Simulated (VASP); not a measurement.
# CuAu (P4/mmm) in VASP: further runs

Runs on CuAu. Level: PBEsol. Tasks: single point.

Program: VASP 6.6.1. These are calculated values, not measurements. Logs are shortened: lines on timing, memory, paths and dates and some standing lists are left out, and cuts for length are marked.

### Step 1. The cell of the first run

The structure is tetragonal, space group P4/mmm (No. 123). The conventional cell has a = 2.762 Å, b = 2.762 Å, c = 3.620 Å, α = 90.00°, β = 90.00°, γ = 90.00°. Cu (site symmetry 4/mmm) has 8 Au at 2.66 Å and 6 Cu at 2.76 to 3.62 Å within 3.7 Å. Within 3.7 Å of Au (site symmetry 4/mmm) lie 8 Cu at 2.66 Å and 6 Au at 2.76 to 3.62 Å.

### Step 2. Single point, PBEsol (13.81 Å³/atom)

INCAR reads:

```
ALGO = Normal
EDIFF = 1E-6
ENCUT = 520
GGA = PS
ISIF = 2
ISMEAR = -1
LASPH = T
LCHARG = F
LREAL = F
LWAVE = F
NBANDS = 18
NELM = 80
PREC = Accurate
SIGMA = 0.05
```

KPOINTS reads:

```
k-points
0
Gamma
  13 13 10
```

POSCAR reads:

```
CuAu
1.0
    2.7621575232      0.0000000000      0.0000000000
    0.0000000000      2.7621575232      0.0000000000
    0.0000000000      0.0000000000      3.6203993251
Cu Au
1 1
Direct
    0.5000000000      0.5000000000      0.5000000000
    0.0000000000      0.0000000000      0.0000000000
```

Potentials or basis: VASP PAW PBE potentials, release 64 (Cu, Au).

The run is started by

```bash
cat potpaw_PBE.64/Cu/POTCAR potpaw_PBE.64/Au/POTCAR > POTCAR
mpirun -np 1 vasp_std > vasp.out
```

OUTCAR:

```text
EDIFF = 1E-6
   ENCUT = 520
   GGA = PS
   ISIF = 2
   ISMEAR = -1
   LASPH = T
   LREAL = F
   NELM = 80
   PREC = Accurate

 ion  position               nearest neighbor table
   1  0.500  0.500  0.500-   2 2.66   2 2.66   2 2.66   2 2.66   2 2.66   2 2.66   2 2.66   2 2.66

   2  0.000  0.000  0.000-   1 2.66   1 2.66   1 2.66   1 2.66   1 2.66   1 2.66   1 2.66   1 2.66

  LATTYP: Found a simple tetragonal cell.
 ALAT       =     2.7621575232
 C/A-ratio  =     1.3107142857

  Lattice vectors:

 A1 = (   2.7621575232,   0.0000000000,   0.0000000000)
 A2 = (   0.0000000000,   2.7621575232,   0.0000000000)
 A3 = (   0.0000000000,   0.0000000000,   3.6203993251)

Analysis of symmetry for initial positions (statically):
=====================================================================
 Subroutine PRICEL returns:
 Original cell was already a primitive cell.

 Routine SETGRP: Setting up the symmetry group for a
 simple tetragonal supercell.

 Subroutine GETGRP returns: Found 16 space group operations
 (whereof 16 operations were pure point group operations)
 out of a pool of 16 trial point group operations.

The static configuration has the point symmetry D_4h.

Analysis of symmetry for dynamics (positions and initial velocities):
=====================================================================
 Subroutine PRICEL returns:
 Original cell was already a primitive cell.

 Routine SETGRP: Setting up the symmetry group for a
 simple tetragonal supercell.

 Subroutine GETGRP returns: Found 16 space group operations
 (whereof 16 operations were pure point group operations)
 out of a pool of 16 trial point group operations.

The dynamic configuration has the point symmetry D_4h.

 Subroutine INISYM returns: Found 16 space group operations
 (whereof 16 operations are pure point group operations),
 and found     1 'primitive' translations

----------------------------------------------------------------------------------------

                                     Primitive cell

  volume of cell :      27.6219

  direct lattice vectors                    reciprocal lattice vectors
     2.762157523  0.000000000  0.000000000     0.362035833  0.000000000  0.000000000
     0.000000000  2.762157523  0.000000000     0.000000000  0.362035833  0.000000000
     0.000000000  0.000000000  3.620399325     0.000000000  0.000000000  0.276212625

  length of vectors
     2.762157523  2.762157523  3.620399325     0.362035833  0.362035833  0.276212625

  position of ions in fractional coordinates (direct lattice)
     0.500000000  0.500000000  0.500000000
     0.000000000  0.000000000  0.000000000

  ion indices of the primitive-cell ions
   primitive index   ion index
                 1           1
                 2           2

----------------------------------------------------------------------------------------

 KPOINTS: k-points

Automatic generation of k-mesh.
 Grid dimensions read from file:
 generate k-points for:   13   13   10

 Generating k-lattice:

  Cartesian coordinates                     Fractional coordinates (reciprocal lattice)
     0.027848910  0.000000000  0.000000000     0.076923077  0.000000000  0.000000000
     0.000000000  0.027848910  0.000000000     0.000000000  0.076923077  0.000000000
     0.000000000  0.000000000  0.027621262     0.000000000  0.000000000  0.100000000

  Length of vectors
     0.027848910  0.027848910  0.027621262

  Shift w.r.t. Gamma in fractional coordinates (k-lattice)
     0.000000000  0.000000000  0.000000000

 Subroutine IBZKPT returns following result:
 ===========================================

 Found    168 irreducible k-points:

 Following reciprocal coordinates:
            Coordinates               Weight
  0.000000  0.000000  0.000000      1.000000
  0.076923  0.000000  0.000000      4.000000
  0.153846  0.000000  0.000000      4.000000
  0.230769  0.000000  0.000000      4.000000
  0.307692  0.000000  0.000000      4.000000
  0.384615  0.000000  0.000000      4.000000
[... 16 lines left out ...]
  0.307692  0.307692  0.000000      4.000000
  0.384615  0.307692  0.000000      8.000000
 [... further k-points ...]
   k-points           NKPTS =    168   k-points in BZ     NKDIM =    168   number of bands    NBANDS=     18
   number of dos      NEDOS =    301   number of ions     NIONS =      2
   total plane-waves  NPLWV =  16128
   dimension x,y,z NGX =    24 NGY =   24 NGZ =   28
   dimension x,y,z NGXF=    48 NGYF=   48 NGZF=   56
   ions per type =               1   1
   NGX,Y,Z   is equivalent  to a cutoff of  14.44, 14.44, 12.86 a.u.
   NGXF,Y,Z  is equivalent  to a cutoff of  28.89, 28.89, 25.71 a.u.
 SYSTEM =  unknown system
   PREC   = accura    normal or accurate (medium, high low for compatibility)
   ISTART =      0    job   : 0-new  1-cont  2-samecut
   ICHARG =      2    charge: 1-file 2-atom 10-const
   ISPIN  =      1    spin polarized calculation?
   LNONCOLLINEAR =      F non collinear calculations
   LSORBIT =      F    spin-orbit coupling
   LASPH  =      T    aspherical Exc in radial PAW
   ENCUT  =  520.0 eV  38.22 Ry    6.18 a.u.   5.14  5.14  6.73*2*pi/ulx,y,z
   NELM   =     80;   NELMIN=  2; NELMDL= -5     # of ELM steps
   EDIFF  = 0.1E-05   stopping-criterion for ELM
   LREAL  =      F    real-space projection
   EDIFFG = 0.1E-04   stopping-criterion for IOM
   NSW    =      0    number of steps for IOM
   IBRION =     -1    ionic relax: 0-MD 1-quasi-New 2-CG
   NFREE  =      0    steps in history (QN), initial steepest desc. (CG)
   ISIF   =      2    stress and relaxation
   ISYM   =      2    0-nonsym 1-usesym 2-fastsym
   POTIM  = 0.5000    time-step for ionic-motion
   TEBEG  =    0.0;   TEEND  =   0.0 temperature during run
   PSTRESS=    0.0 pullay stress
   NELECT =      22.0000    total number of electrons
   NUPDOWN=      -1.0000    fix difference up-down
   EMIN   =  10.00;   EMAX   =-10.00  energy-range for DOS
   EFERMI =   0.00;   METHOD = LEGACY
   ISMEAR =    -1;   SIGMA  =   0.05  broadening in eV -4-tet -1-fermi 0-gaus
   EFERMI_NEDOS =   21; number of points for ismear=-14 and -15
   IALGO  =     38    algorithm
   IMIX   =      4    mixing-type and parameters
     AMIX     =   0.40;   BMIX     =  1.00
     AMIX_MAG =   1.60;   BMIX_MAG =  1.00
  volume/ion in A,a.u.               =      13.81        93.20
  Fermi-wavevector in a.u.,A,eV,Ry     =   1.517509  2.867676 31.331952  2.302834
  Thomas-Fermi vector in A             =   2.626755
   LORBIT       =      0    0 simple, 1 ext, 2 COOP (PROOUT), +10 PAW based schemes
   GGA     = PS    functional components
   LHFCALC =     F    Hartree Fock is set to
   AEXX    =    0.0000 exact exchange contribution
   IVDW    =     0    specifies the selected vdW correction
   LEPSILON=     F    determine dielectric tensor
   LRPA    =     F    only Hartree local field effects (RPA)
 non-spin polarized calculation
  energy-cutoff  :      520.00
  volume of cell :       27.62
 maximum number of plane-waves:       758
 NGX is ok and might be reduce to    24
   NGX = 11   NGY = 11   NGZ = 13

 number of electron      22.0000002 magnetization

 Free energy of the ion-electron system (eV)
  ---------------------------------------------------
  ext. energy  EPLUGINS =         0.00000000
  ---------------------------------------------------
  free energy    TOTEN  =        -8.34418700 eV

  energy without entropy =       -8.33973497  energy(sigma->0) =       -8.34196098

 E-fermi :   9.3570     XC(G=0): -13.1458

 val. band max:        9.3496076498   @ k =   0.4615   0.1538   0.4000
 cond. band min:       9.3718752772   @ k =   0.4615   0.0769   0.4000
 fundamental gap:      0.0222676273
 Fermi energy:         9.3570310572

 k-point     1 :       0.0000    0.0000    0.0000
  band No.  band energies     occupation
      1      -0.9882      2.00000
      2       2.2931      2.00000
      3       2.4652      2.00000
      4       5.0752      2.00000
      5       5.0752      2.00000
      6       6.2411      2.00000
[... 10 lines left out ...]
     17      26.7563      0.00000
     18      26.8379      0.00000

 k-point     2 :       0.0769    0.0000    0.0000
  band No.  band energies     occupation
      1      -0.8433      2.00000
      2       2.3696      2.00000
      3       2.5491      2.00000
      4       4.9842      2.00000
      5       5.1107      2.00000
      6       6.1765      2.00000
[... 10 lines left out ...]
     17      26.9197      0.00000
     18      27.8001      0.00000

 k-point     3 :       0.1538    0.0000    0.0000
  band No.  band energies     occupation
      1      -0.4255      2.00000
      2       2.5381      2.00000
      3       2.8439      2.00000
      4       4.7250      2.00000
      5       5.2140      2.00000
      6       5.9921      2.00000
[... 10 lines left out ...]
     17      26.9473      0.00000
     18      29.1695      0.00000

 k-point     4 :       0.2308    0.0000    0.0000
  band No.  band energies     occupation
      1       0.2128      2.00000
      2       2.7570      2.00000
      3       3.3312      2.00000
      4       4.3537      2.00000
      5       5.3755      2.00000
      6       5.7237      2.00000
[... 375 lines left out ...]
      4       4.1890      2.00000
      5       4.3021      2.00000
      6       6.2270      2.00000
[... 10 lines left out ...]
     17      21.3639      0.00000
     18      22.9103      0.00000

 k-point    23 :       0.3077    0.3077    0.0000
  band No.  band energies     occupation
      1       2.2525      2.00000
      2       3.3387      2.00000
      3       3.7128      2.00000
      4       3.8662      2.00000
      5       4.8575      2.00000
      6       5.6025      2.00000
[... 10 lines left out ...]
     17      23.8363      0.00000
     18      24.1076      0.00000

 k-point    24 :       0.3846    0.3077    0.0000
  band No.  band energies     occupation
      1       2.3355      2.00000
      2       3.3217      2.00000
      3       3.4418      2.00000
      4       3.7407      2.00000
      5       5.2382      2.00000
      6       6.4192      2.00000
[... 10 lines left out ...]
     17      22.8090      0.00000
     18      22.9970      0.00000

 [... further k-points ...]

------------------------ aborting loop because EDIFF is reached ----------------------------------------

  FORCE on cell =-STRESS in cart. coord.  units (eV):
  Direction    XX          YY          ZZ          XY          YZ          ZX
  --------------------------------------------------------------------------------------
  -------------------------------------------------------------------------------------
  Total        0.9166275      0.9166275      0.9294881      0.0000000      0.0000000      0.0000000
  in kB       53.1679760     53.1679760     53.9139394      0.0000000      0.0000000      0.0000000
  external PRESSURE =      53.4166304 kB  Pullay stress =       0.0000000 kB

 VOLUME and BASIS-vectors are now :
 -----------------------------------------------------------------------------
  energy-cutoff  :      520.00
  volume of cell :       27.62
      direct lattice vectors                 reciprocal lattice vectors
     2.762157523  0.000000000  0.000000000     0.362035833  0.000000000  0.000000000
     0.000000000  2.762157523  0.000000000     0.000000000  0.362035833  0.000000000
     0.000000000  0.000000000  3.620399325     0.000000000  0.000000000  0.276212625

 POSITION                                       TOTAL-FORCE (eV/Angst)
 -----------------------------------------------------------------------------------
      1.38108      1.38108      1.81020         0.000000      0.000000      0.000000
      0.00000      0.00000      0.00000         0.000000      0.000000      0.000000
 -----------------------------------------------------------------------------------
    total drift:                                0.000000      0.000000     -0.000000

  FREE ENERGIE OF THE ION-ELECTRON SYSTEM (eV)
  ---------------------------------------------------
  free  energy   TOTEN  =        -8.3441869963 eV

  energy  without entropy=       -8.3397349672  energy(sigma->0) =       -8.34196098
```

It took 93 s on 1 thread of Intel Xeon 8259CL, shared host; peak memory 0.21 GiB.

What came out:

* Free energy: -8.3442 eV
* Pressure: 5.3 GPa
* Band gap on the k mesh: zero (bands 11 and 12 overlap by 6.66 eV)

Levels at points of the mesh, in eV from the Fermi level:
```tsv
k point	band 9	band 10	band 11	band 12	band 13	band 14
(0.00, 0.00, 0.00)	-1.74	-1.50	-1.50	1.98	8.49	10.18
(0.00, 0.00, 0.50)	-2.49	-2.47	-2.47	-2.08	14.54	14.93
```

Caveat: the cell stands under pressure; the PAW data sets were made with another functional, which shifts forces and pressure a little; spin-orbit coupling is left out, which moves the levels of the heavy elements.

### Step 3. Single point, PBEsol (zz strain of -2 %)

INCAR reads:

```
SYSTEM = CuAu
PREC     = Accurate       ! precision mode
ENCUT    = 520            ! plane-wave cutoff, eV
EDIFF    = 1E-6           ! SCF threshold, eV
ISMEAR   = -1             ! smearing method
SIGMA    = 0.05           ! smearing width, eV
LREAL    = .False.        ! projectors in reciprocal space
LASPH    = .True.         ! aspherical terms in the spheres
NELM     = 100            ! most SCF steps
ALGO     = Normal         ! electronic algorithm
ISIF     = 2              ! what is computed and relaxed
LWAVE    = .False.        ! write WAVECAR
LCHARG   = .False.        ! write CHGCAR
GGA      = PS             ! functional
NBANDS   = 18             ! bands
```

KPOINTS reads:

```
Automatic mesh
0
Gamma
  13 13 10
  0 0 0
```

POSCAR reads:

```
CuAu
1.0
    2.8000000000      0.0000000000      0.0000000000
    0.0000000000      2.8000000000      0.0000000000
    0.0000000000      0.0000000000      3.5966000000
Cu Au
1 1
Direct
    0.5000000000      0.5000000000      0.5000000000
    0.0000000000      0.0000000000      0.0000000000
```

Potentials or basis: VASP PAW PBE potentials, release 64 (Cu, Au).

The run is started by

```bash
cat potpaw_PBE.64/Cu/POTCAR potpaw_PBE.64/Au/POTCAR > POTCAR
mpirun -np 1 vasp_std > vasp.out
```

Run time: 1.9 min. Hardware: 1 thread of Intel Xeon 8259CL, shared host; peak memory 0.22 GiB.

The run converged. Its results:

| Item | Value |
| --- | --- |
| Free energy | -8.3548 eV |
| Pressure | 1.3 GPa |
| Band gap on the k mesh | zero (bands 11 and 12 overlap by 6.54 eV) |

Stress tensor (GPa, compression positive):
```
0.89 0.00 0.00
0.00 0.89 0.00
0.00 0.00 2.05
```

Levels at points of the mesh, in eV from the Fermi level:
```
           k point  band 9  band 10  band 11  band 12  band 13  band 14
(0.00, 0.00, 0.00)   -1.72    -1.49    -1.49     2.30     8.68     9.84
(0.00, 0.00, 0.50)   -2.44    -2.44    -2.39    -2.06    14.31    14.64
```

Caveat: the cell differs from its parent crystal (zz strain of -2 %); the PAW data sets were made with another functional, which shifts forces and pressure a little; spin-orbit coupling is left out, which moves the levels of the heavy elements.

(Continued in part 2 of 2.)
